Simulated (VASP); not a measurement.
Here is a VASP 6.6.1 calculation.

INCAR

```
SYSTEM = LaS3
PREC = Accurate
ENCUT = 520
EDIFF = 1E-7
ISMEAR = 0
SIGMA = 0.1
LREAL = .False.
LASPH = .True.
NELM = 100
ALGO = Normal
ISIF = 2
LWAVE = .False.
LCHARG = .False.
GGA = PE
NBANDS = 22
```

File KPOINTS:

```
regular mesh
0
Gamma
  6 6 2
  0 0 0
```

Contents of POSCAR:

```
LaS3
1.0
    1.9321583700     -2.5854025200      0.0000000000
    1.9321583700      2.5854025200      0.0000000000
    0.0000000000      0.0000000000     10.5111266500
La S
1 3
Direct
    0.0000000000      0.0000000000      0.0000000000
    0.5000000000      0.5000000000      0.7433156400
    0.0000000000      0.0000000000      0.5000000000
    0.5000000000      0.5000000000      0.2566843600
```

Potentials or basis: VASP PAW PBE potentials, release 64 (La, S).

Launch:

```sh
$ cat potpaw_PBE.64/La/POTCAR potpaw_PBE.64/S/POTCAR > POTCAR
$ mpirun -np 1 vasp_std > vasp.out
```

(1) Estimate the largest force.

(2) What does it give for the pressure?

(3) What does it give for the band gap on the k mesh?

Answers

(1) 1.876 eV/Å.

(2) -8.6 GPa.

(3) zero (an odd number of electrons rules out a gap without spin polarisation).

Caveat: the stress differs along the axes, from -20 to -3 GPa; spin-orbit coupling is left out, which moves the levels of the heavy elements; an odd number of electrons without spin polarisation forces a metal; a magnetic or distorted state may lie lower.
